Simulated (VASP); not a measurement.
# TiC (Fm-3m) in VASP: single point with LDA

Aim: the single point of TiC with LDA.

Program: VASP 6.6.1. These are calculated values, not measurements. Logs are shortened: lines on timing, memory, paths and dates and some standing lists are left out, and cuts for length are marked.

## Step 1: The cell of the first run

Symmetry: Fm-3m, No. 225, cubic system. Conventional cell: a = 4.261 Å, b = 4.261 Å, c = 4.261 Å, α = 90.00°, β = 90.00°, γ = 90.00°. Within 2.8 Å of Ti (site symmetry m-3m) lie 6 C at 2.13 Å. Within 2.8 Å of C (site symmetry m-3m) lie 6 Ti at 2.13 Å.

## Step 2: Single point, LDA

INCAR

```
SYSTEM = TiC
PREC = Accurate
ENCUT = 520
EDIFF = 1E-7
ISMEAR = 0
SIGMA = 0.1
LREAL = .False.
LASPH = .True.
NELM = 100
ALGO = Normal
ISIF = 2
LWAVE = .False.
LCHARG = .False.
GGA = CA
ISYM = 0
NBANDS = 15
```

KPOINTS

```
Automatic mesh
0
Gamma
  11 11 16
  0 0 0
```

POSCAR

```
TiC
1.0
    3.0128567032      0.0000000000      0.0000000000
    0.0000000000      3.0128567032      0.0000000000
    1.5064283516      1.5064283516      2.1304114056
Ti C
1 1
Direct
    0.0000000000      0.0000000000      0.0000000000
    0.5000000000      0.5000000000      0.0000000000
```

Potentials or basis: VASP PAW LDA potentials, release 64 (Ti_sv, C).

Launch:

```bash
$ cat potpaw_LDA.64/Ti_sv/POTCAR potpaw_LDA.64/C/POTCAR > POTCAR
$ mpirun -np 1 vasp_std > vasp.out
```

OUTCAR:

```text
SYSTEM = TiC
   PREC = Accurate
   ENCUT = 520
   EDIFF = 1E-7
   ISMEAR = 0
   LREAL = .False.
   LASPH = .True.
   NELM = 100
   ISIF = 2
   GGA = CA
   ISYM = 0

 ion  position               nearest neighbor table
   1  0.000  0.000  0.000-   2 2.13   2 2.13   2 2.13   2 2.13   2 2.13   2 2.13
   2  0.500  0.500  0.000-   1 2.13   1 2.13   1 2.13   1 2.13   1 2.13   1 2.13

IMPORTANT INFORMATION: All symmetrisations will be switched off!
NOSYMM: (Re-)initialisation of all symmetry stuff for point group C_1.

----------------------------------------------------------------------------------------

                                     Primitive cell

  volume of cell :      19.3384

  direct lattice vectors                    reciprocal lattice vectors
     3.012856703  0.000000000  0.000000000     0.331910907  0.000000000 -0.234696453
     0.000000000  3.012856703  0.000000000     0.000000000  0.331910907 -0.234696453
     1.506428352  1.506428352  2.130411406     0.000000000  0.000000000  0.469392906

  length of vectors
     3.012856703  3.012856703  3.012856703     0.406506181  0.406506181  0.469392906

  position of ions in fractional coordinates (direct lattice)
     0.000000000  0.000000000  0.000000000
     0.500000000  0.500000000  0.000000000

  ion indices of the primitive-cell ions
   primitive index   ion index
                 1           1
                 2           2

----------------------------------------------------------------------------------------

 KPOINTS: Automatic mesh

Automatic generation of k-mesh.
 Grid dimensions read from file:
 generate k-points for:   11   11   16

 Generating k-lattice:

  Cartesian coordinates                     Fractional coordinates (reciprocal lattice)
     0.030173719  0.000000000 -0.021336041     0.090909091  0.000000000  0.000000000
     0.000000000  0.030173719 -0.021336041     0.000000000  0.090909091  0.000000000
     0.000000000  0.000000000  0.029337057     0.000000000  0.000000000  0.062500000

  Length of vectors
     0.036955107  0.036955107  0.029337057

  Shift w.r.t. Gamma in fractional coordinates (k-lattice)
     0.000000000  0.000000000  0.000000000

 -----------------------------------------------------------------------------
|                                                                             |
|           W    W    AA    RRRRR   N    N  II  N    N   GGGG   !!!           |
|           W    W   A  A   R    R  NN   N  II  NN   N  G    G  !!!           |
|           W    W  A    A  R    R  N N  N  II  N N  N  G       !!!           |
|           W WW W  AAAAAA  RRRRR   N  N N  II  N  N N  G  GGG   !            |
|           WW  WW  A    A  R   R   N   NN  II  N   NN  G    G                |
|           W    W  A    A  R    R  N    N  II  N    N   GGGG   !!!           |
|                                                                             |
|     Your reciprocal lattice and k-lattice belong to different lattice       |
|     classes:                                                                |
|                                                                             |
|        The reciprocal lattice is body-centered cubic,                       |
|        whereas your k-lattice is base-centered monoclinic.                  |
|                                                                             |
|     Results are often still useful ...                                      |
|                                                                             |
 -----------------------------------------------------------------------------

 WARNING: IBZKPT: internal override: KBLOWUP is changed to .FALSE.
      ... skipping the blow-up phase ...

 Subroutine IBZKPT returns following result:
 ===========================================

 Found    969 irreducible k-points:

 Following reciprocal coordinates:
            Coordinates               Weight
  0.000000  0.000000  0.000000      1.000000
  0.090909  0.000000 -0.000000      2.000000
  0.181818  0.000000 -0.000000      2.000000
  0.272727  0.000000  0.000000      2.000000
  0.363636  0.000000 -0.000000      2.000000
  0.454545  0.000000 -0.000000      2.000000
[... 16 lines left out ...]
  0.454545  0.181818 -0.000000      2.000000
 -0.454545  0.181818  0.000000      2.000000
 [... further k-points ...]
   k-points           NKPTS =    969   k-points in BZ     NKDIM =    969   number of bands    NBANDS=     15
   number of dos      NEDOS =    301   number of ions     NIONS =      2
   total plane-waves  NPLWV =  13824
   dimension x,y,z NGX =    24 NGY =   24 NGZ =   24
   dimension x,y,z NGXF=    48 NGYF=   48 NGZF=   48
   ions per type =               1   1
   NGX,Y,Z   is equivalent  to a cutoff of  13.24, 13.24, 13.24 a.u.
   NGXF,Y,Z  is equivalent  to a cutoff of  26.49, 26.49, 26.49 a.u.
 SYSTEM =  TiC
   PREC   = accura    normal or accurate (medium, high low for compatibility)
   ISTART =      0    job   : 0-new  1-cont  2-samecut
   ICHARG =      2    charge: 1-file 2-atom 10-const
   ISPIN  =      1    spin polarized calculation?
   LNONCOLLINEAR =      F non collinear calculations
   LSORBIT =      F    spin-orbit coupling
   LASPH  =      T    aspherical Exc in radial PAW
   ENCUT  =  520.0 eV  38.22 Ry    6.18 a.u.   5.60  5.60  5.60*2*pi/ulx,y,z
   NELM   =    100;   NELMIN=  2; NELMDL= -5     # of ELM steps
   EDIFF  = 0.1E-06   stopping-criterion for ELM
   LREAL  =      F    real-space projection
   EDIFFG = 0.1E-05   stopping-criterion for IOM
   NSW    =      0    number of steps for IOM
   IBRION =     -1    ionic relax: 0-MD 1-quasi-New 2-CG
   NFREE  =      0    steps in history (QN), initial steepest desc. (CG)
   ISIF   =      2    stress and relaxation
   ISYM   =      0    0-nonsym 1-usesym 2-fastsym
   POTIM  = 0.5000    time-step for ionic-motion
   TEBEG  =    0.0;   TEEND  =   0.0 temperature during run
   PSTRESS=    0.0 pullay stress
   NELECT =      16.0000    total number of electrons
   NUPDOWN=      -1.0000    fix difference up-down
   EMIN   =  10.00;   EMAX   =-10.00  energy-range for DOS
   EFERMI =   0.00;   METHOD = LEGACY
   ISMEAR =     0;   SIGMA  =   0.10  broadening in eV -4-tet -1-fermi 0-gaus
   EFERMI_NEDOS =   21; number of points for ismear=-14 and -15
   IALGO  =     38    algorithm
   IMIX   =      4    mixing-type and parameters
     AMIX     =   0.40;   BMIX     =  1.00
     AMIX_MAG =   1.60;   BMIX_MAG =  1.00
  volume/ion in A,a.u.               =       9.67        65.25
  Fermi-wavevector in a.u.,A,eV,Ry     =   1.536885  2.904291 32.137168  2.362015
  Thomas-Fermi vector in A             =   2.643471
   LORBIT       =      0    0 simple, 1 ext, 2 COOP (PROOUT), +10 PAW based schemes
   GGA     = CA    functional components
   LHFCALC =     F    Hartree Fock is set to
   AEXX    =    0.0000 exact exchange contribution
   IVDW    =     0    specifies the selected vdW correction
   LEPSILON=     F    determine dielectric tensor
   LRPA    =     F    only Hartree local field effects (RPA)
 non-spin polarized calculation
 Gauss-broadening in eV      SIGMA  =   0.10
  energy-cutoff  :      520.00
  volume of cell :       19.34
 maximum number of plane-waves:       534
   NGX = 11   NGY = 11   NGZ = 11

 number of electron      16.0000003 magnetization

 Free energy of the ion-electron system (eV)
  ---------------------------------------------------
  ext. energy  EPLUGINS =         0.00000000
  ---------------------------------------------------
  free energy    TOTEN  =       -20.53956199 eV

  energy without entropy =      -20.53815795  energy(sigma->0) =      -20.53885997

 E-fermi :   9.8667     XC(G=0): -13.2319

 val. band max:        9.8652032146   @ k =   0.0000   0.0000   0.5000
 cond. band min:       9.8888431850   @ k =   0.0000   0.0909   0.0625
 fundamental gap:      0.0236399704
 Fermi energy:         9.8667183361

 k-point     1 :       0.0000    0.0000    0.0000
  band No.  band energies     occupation
      1     -45.9128      2.00000
      2     -22.2896      2.00000
      3     -22.2887      2.00000
      4     -22.2885      2.00000
      5      -2.6059      2.00000
      6      10.4733      0.00000
      7      10.4733      0.00000
      8      10.4740      0.00000
      9      11.5795      0.00000
     10      11.5798      0.00000
     11      11.5803      0.00000
     12      11.6445      0.00000
     13      11.6451      0.00000
     14      21.1767      0.00000
     15      24.0730      0.00000

 k-point     2 :       0.0909    0.0000   -0.0000
  band No.  band energies     occupation
      1     -45.9052      2.00000
      2     -22.3399      2.00000
      3     -22.2942      2.00000
      4     -22.2933      2.00000
      5      -2.4062      2.00000
      6       9.6539      1.99738
      7       9.9620      0.17800
      8       9.9620      0.17760
      9      10.8467      0.00000
     10      10.8471      0.00000
     11      11.9929      0.00000
     12      13.1809      0.00000
     13      13.1813      0.00000
     14      21.4715      0.00000
     15      24.1882      0.00000

 k-point     3 :       0.1818    0.0000   -0.0000
  band No.  band energies     occupation
      1     -45.8847      2.00000
      2     -22.4750      2.00000
      3     -22.3066      2.00000
      4     -22.3058      2.00000
      5      -1.8348      2.00000
      6       8.1990      2.00000
      7       8.7812      2.00000
      8       8.7814      2.00000
      9      11.2060      0.00000
     10      11.2063      0.00000
     11      12.4680      0.00000
     12      14.8217      0.00000
     13      14.8220      0.00000
     14      21.8990      0.00000
     15      24.3156      0.00000

 k-point     4 :       0.2727    0.0000    0.0000
  band No.  band energies     occupation
      1     -45.8577      2.00000
      2     -22.6480      2.00000
      3     -22.3229      2.00000
      4     -22.3220      2.00000
      5      -0.9688      2.00000
      6       6.6224      2.00000
      7       7.8163      2.00000
      8       7.8165      2.00000
      9      11.7994      0.00000
     10      11.7998      0.00000
     11      12.9409      0.00000
     12      16.3650      0.00000
     13      16.3654      0.00000
     14      21.2090      0.00000
     15      25.0293      0.00000
[... 307 lines left out ...]
 k-point    22 :       0.3636    0.1818    0.0000
  band No.  band energies     occupation
      1     -45.8089      2.00000
      2     -22.8096      2.00000
      3     -22.4831      2.00000
      4     -22.3617      2.00000
      5       0.6934      2.00000
      6       4.7044      2.00000
      7       6.8684      2.00000
      8       7.0368      2.00000
      9      12.4881      0.00000
     10      12.8905      0.00000
     11      13.8675      0.00000
     12      16.3128      0.00000
     13      18.1353      0.00000
     14      20.6013      0.00000
     15      24.3455      0.00000

 k-point    23 :       0.4545    0.1818   -0.0000
  band No.  band energies     occupation
      1     -45.8039      2.00000
      2     -22.8378      2.00000
      3     -22.4674      2.00000
      4     -22.3843      2.00000
      5       0.8311      2.00000
      6       4.5672      2.00000
      7       6.7263      2.00000
      8       7.1918      2.00000
      9      12.3595      0.00000
     10      12.9432      0.00000
     11      13.9196      0.00000
     12      17.0815      0.00000
     13      17.3550      0.00000
     14      20.6291      0.00000
     15      24.6910      0.00000

 k-point    24 :      -0.4545    0.1818    0.0000
  band No.  band energies     occupation
      1     -45.8123      2.00000
      2     -22.7978      2.00000
      3     -22.4346      2.00000
      4     -22.3958      2.00000
      5       0.3441      2.00000
      6       5.0699      2.00000
      7       6.9021      2.00000
      8       7.6216      2.00000
      9      11.5783      0.00000
     10      13.0490      0.00000
     11      13.9106      0.00000
     12      16.2509      0.00000
     13      17.4555      0.00000
     14      21.3400      0.00000
     15      25.1327      0.00000

 [... further k-points ...]

------------------------ aborting loop because EDIFF is reached ----------------------------------------

  FORCE on cell =-STRESS in cart. coord.  units (eV):
  Direction    XX          YY          ZZ          XY          YZ          ZX
  --------------------------------------------------------------------------------------
  -------------------------------------------------------------------------------------
  Total        0.0926733      0.0926734      0.0751376     -0.0086294      0.0005883      0.0005880
  in kB        7.6779431      7.6779500      6.2251126     -0.7149434      0.0487387      0.0487179
  external PRESSURE =       7.1936686 kB  Pullay stress =       0.0000000 kB

 VOLUME and BASIS-vectors are now :
 -----------------------------------------------------------------------------
  energy-cutoff  :      520.00
  volume of cell :       19.34
      direct lattice vectors                 reciprocal lattice vectors
     3.012856703  0.000000000  0.000000000     0.331910907  0.000000000 -0.234696453
     0.000000000  3.012856703  0.000000000     0.000000000  0.331910907 -0.234696453
     1.506428352  1.506428352  2.130411406     0.000000000  0.000000000  0.469392906

 POSITION                                       TOTAL-FORCE (eV/Angst)
 -----------------------------------------------------------------------------------
      0.00000      0.00000      0.00000        -0.000000      0.000000      0.000000
      1.50643      1.50643      0.00000         0.000000     -0.000000     -0.000000
 -----------------------------------------------------------------------------------
    total drift:                                0.000000      0.000000     -0.000000

  FREE ENERGIE OF THE ION-ELECTRON SYSTEM (eV)
  ---------------------------------------------------
  free  energy   TOTEN  =       -20.5395619888 eV

  energy  without entropy=      -20.5381579461  energy(sigma->0) =      -20.53885997
```

Wall time 1.7 min (1 thread of Intel Xeon 6975P-C (Granite Rapids), shared host); peak memory 0.36 GiB.

What came out:

```yaml
Free_energy: -20.5396 eV
Pressure: 0.7 GPa
Band_gap_on_the_k_mesh: zero (bands 8 and 9 overlap by 1.07 eV)
```
